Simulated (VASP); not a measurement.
# RbCaH3 (P4/mmm) in VASP: a series of runs

Runs on RbCaH3. Level: LDA. Tasks: single point.

Everything below comes from runs of VASP 6.6.1. Logs are shortened: lines on timing, memory, paths and dates and some standing lists are left out, and cuts for length are marked.

## 1. The cell of the first run

Symmetry: P4/mmm, No. 123, tetragonal system. The conventional cell has a = 4.609 Å, b = 4.609 Å, c = 4.425 Å, α = 90.00°, β = 90.00°, γ = 90.00°. Within 4.2 Å of Rb (site symmetry 4/mmm) lie 12 H at 3.19 to 3.26 Å and 8 Ca at 3.94 Å. Within 2.9 Å of Ca (site symmetry 4/mmm) lie 6 H at 2.21 to 2.30 Å. Within 3.0 Å of H (site symmetry mmm) lie 2 Ca at 2.30 Å. Within 2.9 Å of H (site symmetry 4/mmm) lie 2 Ca at 2.21 Å.

## 2. Single point, LDA

The input, INCAR:

```
PREC = Accurate
ENCUT = 520
EDIFF = 1E-7
ISMEAR = 0
SIGMA = 0.05
LREAL = F
LASPH = T
NELM = 80
ALGO = Normal
ISIF = 2
LWAVE = F
LCHARG = F
GGA = CA
NBANDS = 19
```

The input, KPOINTS:

```
Automatic mesh
0
Gamma
  6 6 6
```

The input, POSCAR:

```
RbCaH3
1.0
    4.6092954123      0.0000000000      0.0000000000
    0.0000000000      4.6092954123      0.0000000000
    0.0000000000      0.0000000000      4.4249235958
Rb Ca H
1 1 3
Direct
    0.0000000000      0.0000000000      0.0000000000
    0.5000000000      0.5000000000      0.5000000000
    0.0000000000      0.5000000000      0.5000000000
    0.5000000000      0.0000000000      0.5000000000
    0.5000000000      0.5000000000      0.0000000000
```

Potentials or basis: VASP PAW LDA potentials, release 64 (Rb_sv, Ca_sv, H).

The run is started by

```console
cat potpaw_LDA.64/Rb_sv/POTCAR potpaw_LDA.64/Ca_sv/POTCAR potpaw_LDA.64/H/POTCAR > POTCAR
mpirun -np 1 vasp_std > vasp.out
```

OUTCAR:

```text
PREC = Accurate
   ENCUT = 520
   EDIFF = 1E-7
   ISMEAR = 0
   LREAL = F
   LASPH = T
   NELM = 80
   ISIF = 2
   GGA = CA

 ion  position               nearest neighbor table
   1  0.000  0.000  0.000-   3 3.19   4 3.19   3 3.19   4 3.19   3 3.19   3 3.19   4 3.19   4 3.19
                             5 3.26   5 3.26   5 3.26   5 3.26   2 3.94   2 3.94   2 3.94   2 3.94
   2  0.500  0.500  0.500-   1 3.94   1 3.94   1 3.94   1 3.94   1 3.94   1 3.94   1 3.94   1 3.94

   3  0.000  0.500  0.500-   1 3.19   1 3.19   1 3.19   1 3.19
   4  0.500  0.000  0.500-   1 3.19   1 3.19   1 3.19   1 3.19
   5  0.500  0.500  0.000-   1 3.26   1 3.26   1 3.26   1 3.26

  LATTYP: Found a simple tetragonal cell.
 ALAT       =     4.6092954123
 C/A-ratio  =     0.9600000000

  Lattice vectors:

 A1 = (   4.6092954123,   0.0000000000,   0.0000000000)
 A2 = (   0.0000000000,   4.6092954123,   0.0000000000)
 A3 = (   0.0000000000,   0.0000000000,   4.4249235958)

Analysis of symmetry for initial positions (statically):
=====================================================================
 Subroutine PRICEL returns:
 Original cell was already a primitive cell.

 Routine SETGRP: Setting up the symmetry group for a
 simple tetragonal supercell.

 Subroutine GETGRP returns: Found 16 space group operations
 (whereof 16 operations were pure point group operations)
 out of a pool of 16 trial point group operations.

The static configuration has the point symmetry D_4h.

Analysis of symmetry for dynamics (positions and initial velocities):
=====================================================================
 Subroutine PRICEL returns:
 Original cell was already a primitive cell.

 Routine SETGRP: Setting up the symmetry group for a
 simple tetragonal supercell.

 Subroutine GETGRP returns: Found 16 space group operations
 (whereof 16 operations were pure point group operations)
 out of a pool of 16 trial point group operations.

The dynamic configuration has the point symmetry D_4h.

 Subroutine INISYM returns: Found 16 space group operations
 (whereof 16 operations are pure point group operations),
 and found     1 'primitive' translations

----------------------------------------------------------------------------------------

                                     Primitive cell

[... 91 lines left out ...]
   LNONCOLLINEAR =      F non collinear calculations
   LSORBIT =      F    spin-orbit coupling
   LASPH  =      T    aspherical Exc in radial PAW
   ENCUT  =  520.0 eV  38.22 Ry    6.18 a.u.   8.57  8.57  8.23*2*pi/ulx,y,z
   NELM   =     80;   NELMIN=  2; NELMDL= -5     # of ELM steps
   EDIFF  = 0.1E-06   stopping-criterion for ELM
   LREAL  =      F    real-space projection
   EDIFFG = 0.1E-05   stopping-criterion for IOM
   NSW    =      0    number of steps for IOM
   IBRION =     -1    ionic relax: 0-MD 1-quasi-New 2-CG
   NFREE  =      0    steps in history (QN), initial steepest desc. (CG)
   ISIF   =      2    stress and relaxation
   ISYM   =      2    0-nonsym 1-usesym 2-fastsym
   POTIM  = 0.5000    time-step for ionic-motion
   TEBEG  =    0.0;   TEEND  =   0.0 temperature during run
   PSTRESS=    0.0 pullay stress
   NELECT =      22.0000    total number of electrons
   NUPDOWN=      -1.0000    fix difference up-down
   EMIN   =  10.00;   EMAX   =-10.00  energy-range for DOS
   EFERMI =   0.00;   METHOD = LEGACY
   ISMEAR =     0;   SIGMA  =   0.05  broadening in eV -4-tet -1-fermi 0-gaus
   EFERMI_NEDOS =   21; number of points for ismear=-14 and -15
   IALGO  =     38    algorithm
   IMIX   =      4    mixing-type and parameters
     AMIX     =   0.40;   BMIX     =  1.00
     AMIX_MAG =   1.60;   BMIX_MAG =  1.00
  volume/ion in A,a.u.               =      18.80       126.88
  Fermi-wavevector in a.u.,A,eV,Ry     =   1.008844  1.906439 13.847556  1.017767
  Thomas-Fermi vector in A             =   2.141736
   LORBIT       =      0    0 simple, 1 ext, 2 COOP (PROOUT), +10 PAW based schemes
   GGA     = CA    functional components
   LHFCALC =     F    Hartree Fock is set to
   AEXX    =    0.0000 exact exchange contribution
   IVDW    =     0    specifies the selected vdW correction
   LEPSILON=     F    determine dielectric tensor
   LRPA    =     F    only Hartree local field effects (RPA)
 non-spin polarized calculation
 Gauss-broadening in eV      SIGMA  =   0.05
  energy-cutoff  :      520.00
  volume of cell :       94.01
 maximum number of plane-waves:      2550
 NGX is ok and might be reduce to    36

 number of electron      22.0000004 magnetization

 Free energy of the ion-electron system (eV)
  ---------------------------------------------------
  ext. energy  EPLUGINS =         0.00000000
  ---------------------------------------------------
  free energy    TOTEN  =       -15.79828112 eV

  energy without entropy =      -15.79828112  energy(sigma->0) =      -15.79828112

 E-fermi :  -1.1226     XC(G=0):  -8.2000

 val. band max:       -1.4075963033   @ k =   0.5000   0.0000   0.5000
 cond. band min:       1.4827755443   @ k =   0.5000   0.5000   0.0000
 fundamental gap:      2.8903718476
 Fermi energy:        -1.1225657718

 k-point     1 :       0.0000    0.0000    0.0000
  band No.  band energies     occupation
      1     -39.5550      2.00000
      2     -26.6215      2.00000
      3     -20.8787      2.00000
      4     -20.8787      2.00000
      5     -20.8566      2.00000
      6     -10.7554      2.00000
[... 505 lines left out ...]
      6     -10.8973      2.00000
[... 11 lines left out ...]
     18       6.6523      0.00000
     19       6.9117      0.00000

 [... further k-points ...]
[... 5 lines left out ...]
  --------------------------------------------------------------------------------------
  -------------------------------------------------------------------------------------
  Total       -1.6874541     -1.6874541     -0.7206831      0.0000000      0.0000000     -0.0000000
  in kB      -28.7585958    -28.7585958    -12.2823099      0.0000000      0.0000000     -0.0000000
  external PRESSURE =     -23.2665005 kB  Pullay stress =       0.0000000 kB

 VOLUME and BASIS-vectors are now :
 -----------------------------------------------------------------------------
  energy-cutoff  :      520.00
  volume of cell :       94.01
      direct lattice vectors                 reciprocal lattice vectors
     4.609295412  0.000000000  0.000000000     0.216952899  0.000000000  0.000000000
     0.000000000  4.609295412  0.000000000     0.000000000  0.216952899  0.000000000
     0.000000000  0.000000000  4.424923596     0.000000000  0.000000000  0.225992603

 POSITION                                       TOTAL-FORCE (eV/Angst)
 -----------------------------------------------------------------------------------
      0.00000      0.00000      0.00000         0.000000      0.000000      0.000000
      2.30465      2.30465      2.21246         0.000000      0.000000      0.000000
      0.00000      2.30465      2.21246         0.000000      0.000000      0.000000
      2.30465      0.00000      2.21246         0.000000      0.000000      0.000000
      2.30465      2.30465      0.00000         0.000000      0.000000      0.000000
 -----------------------------------------------------------------------------------
    total drift:                                0.000000      0.000000      0.000000

  FREE ENERGIE OF THE ION-ELECTRON SYSTEM (eV)
  ---------------------------------------------------
  free  energy   TOTEN  =       -15.7982811154 eV

  energy  without entropy=      -15.7982811154  energy(sigma->0) =      -15.79828112
```

OSZICAR:

```text
N       E                     dE             d eps       ncg     rms          rms(c)
DAV:   1     0.139908799456E+03    0.13991E+03   -0.10450E+04  1520   0.105E+03
DAV:   2    -0.773464186367E+01   -0.14764E+03   -0.14471E+03  1674   0.256E+02
DAV:   3    -0.171107948231E+02   -0.93762E+01   -0.93432E+01  2785   0.549E+01
DAV:   4    -0.173471376760E+02   -0.23634E+00   -0.23606E+00  1993   0.769E+00
DAV:   5    -0.173571954294E+02   -0.10058E-01   -0.10057E-01  2325   0.101E+00    0.669E+00
DAV:   6    -0.161745085155E+02    0.11827E+01   -0.10713E+00  1689   0.368E+00    0.356E+00
DAV:   7    -0.157962334166E+02    0.37828E+00   -0.13020E+00  1814   0.389E+00    0.119E+00
DAV:   8    -0.158016365622E+02   -0.54031E-02   -0.12173E-01  1979   0.159E+00    0.276E-01
DAV:   9    -0.157984785078E+02    0.31581E-02   -0.72742E-03  1909   0.384E-01    0.811E-02
DAV:  10    -0.157982788433E+02    0.19966E-03   -0.15694E-03  2067   0.207E-01    0.332E-02
DAV:  11    -0.157983047945E+02   -0.25951E-04   -0.18394E-04  1826   0.658E-02    0.232E-02
DAV:  12    -0.157982809838E+02    0.23811E-04   -0.73474E-05  2074   0.342E-02    0.665E-03
DAV:  13    -0.157982811659E+02   -0.18206E-06   -0.33080E-06  2007   0.100E-02    0.244E-03
DAV:  14    -0.157982811154E+02    0.50430E-07   -0.35437E-07  2039   0.376E-03
   1 F= -.15798281E+02 E0= -.15798281E+02  d E =-.201939E-17
```

stdout:

```text
POSCAR found type information on POSCAR RbCaH
 POSCAR found :  3 types and       5 ions
 scaLAPACK will be used
 LDA part: xc-table for (Slater(with rela. corr.)+CA(PZ))
 , standard interpolation
 POSCAR, INCAR and KPOINTS ok, starting setup
 FFT: planning ... GRIDC
 FFT: planning ... GRID_SOFT
 FFT: planning ... GRID
 WAVECAR not read
 entering main loop
```

Wall time 2 min (1 thread of Intel Xeon 8259CL, shared host); peak memory 0.22 GiB.

What came out:

```yaml
Free_energy: -15.7983 eV
Pressure: -2.3 GPa
Band_gap_on_the_k_mesh: 2.89 eV (least direct gap 2.90 eV)
```

Stress tensor (GPa, compression positive):
```
-2.88  0.00  0.00
 0.00 -2.88  0.00
 0.00  0.00 -1.23
```

## 3. Single point, LDA

This run uses another cell than the first one, of the same volume but with other edges.

The input, INCAR:

```
PREC     = Accurate       # precision mode
ENCUT    = 520            # plane-wave cutoff, eV
EDIFF    = 1E-6           # SCF threshold, eV
ISMEAR   = 0              # smearing method
SIGMA    = 0.05           # smearing width, eV
LREAL    = False          # projectors in reciprocal space
LASPH    = True           # aspherical terms in the spheres
NELM     = 100            # most SCF steps
ALGO     = Normal         # electronic algorithm
ISIF     = 2              # what is computed and relaxed
LWAVE    = False          # write WAVECAR
LCHARG   = True           # write CHGCAR
GGA      = CA             # functional
LELF     = True           # ELF
LVHAR    = True         
NBANDS   = 19             # bands
```

KPOINTS is that of step 2.

Edit POSCAR of step 2 so:

```diff
@@ -2,5 +2,5 @@
 1.0
-    4.6092954123      0.0000000000      0.0000000000
-    0.0000000000      4.6092954123      0.0000000000
-    0.0000000000      0.0000000000      4.4249235958
+    4.4736484635      0.0000000000      0.0000000000
+    0.0000000000      4.4736484635      0.0000000000
+    0.0000000000      0.0000000000      4.6973308867
 Rb Ca H
```

Potentials or basis: VASP PAW LDA potentials, release 64 (Rb_sv, Ca_sv, H).

The run is started by

```console
cat potpaw_LDA.64/Rb_sv/POTCAR potpaw_LDA.64/Ca_sv/POTCAR potpaw_LDA.64/H/POTCAR > POTCAR
mpirun -np 1 vasp_std > vasp.out
```

OUTCAR:

```text
PREC = Accurate
   ENCUT = 520
   EDIFF = 1E-6
   ISMEAR = 0
   LREAL = False
   LASPH = True
   NELM = 100
   ISIF = 2
   GGA = CA

 ion  position               nearest neighbor table
   1  0.000  0.000  0.000-   5 3.16   5 3.16   5 3.16   5 3.16   4 3.24   3 3.24   4 3.24   3 3.24
                             4 3.24   3 3.24   4 3.24   3 3.24   2 3.94   2 3.94   2 3.94   2 3.94
   2  0.500  0.500  0.500-   1 3.94   1 3.94   1 3.94   1 3.94   1 3.94   1 3.94   1 3.94   1 3.94

   3  0.000  0.500  0.500-   1 3.24   1 3.24   1 3.24   1 3.24
   4  0.500  0.000  0.500-   1 3.24   1 3.24   1 3.24   1 3.24
   5  0.500  0.500  0.000-   1 3.16   1 3.16   1 3.16   1 3.16

  LATTYP: Found a simple tetragonal cell.
 ALAT       =     4.4736484635
 C/A-ratio  =     1.0500000000

  Lattice vectors:

 A1 = (   4.4736484635,   0.0000000000,   0.0000000000)
 A2 = (   0.0000000000,   4.4736484635,   0.0000000000)
 A3 = (   0.0000000000,   0.0000000000,   4.6973308867)

Analysis of symmetry for initial positions (statically):
=====================================================================
 Subroutine PRICEL returns:
 Original cell was already a primitive cell.

[... 173 lines left out ...]

  energy without entropy =      -15.79379492  energy(sigma->0) =      -15.79379492

 E-fermi :  -1.1817     XC(G=0):  -8.1997

 val. band max:       -1.4032124500   @ k =   0.5000   0.5000   0.0000
 cond. band min:       1.4859296529   @ k =   0.5000   0.0000   0.5000
 fundamental gap:      2.8891421029
 Fermi energy:        -1.1816616133

 k-point     1 :       0.0000    0.0000    0.0000
  band No.  band energies     occupation
      1     -39.5527      2.00000
      2     -26.6215      2.00000
      3     -20.8877      2.00000
      4     -20.8599      2.00000
      5     -20.8599      2.00000
      6     -10.7679      2.00000
[... 505 lines left out ...]
      6     -10.9304      2.00000
[... 11 lines left out ...]
     18       6.4517      0.00000
     19       6.9826      0.00000

 [... further k-points ...]
[... 5 lines left out ...]
  --------------------------------------------------------------------------------------
  -------------------------------------------------------------------------------------
  Total       -1.0060494     -1.0060494     -2.0621334      0.0000000      0.0000000      0.0000000
  in kB      -17.1456918    -17.1456918    -35.1441047      0.0000000      0.0000000      0.0000000
  external PRESSURE =     -23.1451628 kB  Pullay stress =       0.0000000 kB

 VOLUME and BASIS-vectors are now :
 -----------------------------------------------------------------------------
  energy-cutoff  :      520.00
  volume of cell :       94.01
      direct lattice vectors                 reciprocal lattice vectors
     4.473648464  0.000000000  0.000000000     0.223531198  0.000000000  0.000000000
     0.000000000  4.473648464  0.000000000     0.000000000  0.223531198  0.000000000
     0.000000000  0.000000000  4.697330887     0.000000000  0.000000000  0.212886855

 POSITION                                       TOTAL-FORCE (eV/Angst)
 -----------------------------------------------------------------------------------
      0.00000      0.00000      0.00000         0.000000      0.000000      0.000000
      2.23682      2.23682      2.34867         0.000000      0.000000      0.000000
      0.00000      2.23682      2.34867         0.000000      0.000000      0.000000
      2.23682      0.00000      2.34867         0.000000      0.000000      0.000000
      2.23682      2.23682      0.00000         0.000000      0.000000      0.000000
 -----------------------------------------------------------------------------------
    total drift:                                0.000000      0.000000      0.000000

  FREE ENERGIE OF THE ION-ELECTRON SYSTEM (eV)
  ---------------------------------------------------
  free  energy   TOTEN  =       -15.7937949172 eV

  energy  without entropy=      -15.7937949172  energy(sigma->0) =      -15.79379492
```

Wall time 1.9 min (1 thread of Intel Xeon 8259CL, shared host); peak memory 0.22 GiB.

What came out:

| Property | Result |
| --- | --- |
| Free energy | -15.7938 eV |
| Pressure | -2.3 GPa |
| Band gap on the k mesh | 2.89 eV (least direct gap 2.90 eV) |

Stress tensor (GPa, compression positive):
```
-1.71  0.00  0.00
 0.00 -1.71  0.00
 0.00  0.00 -3.51
```

 A k mesh can miss the band edges.
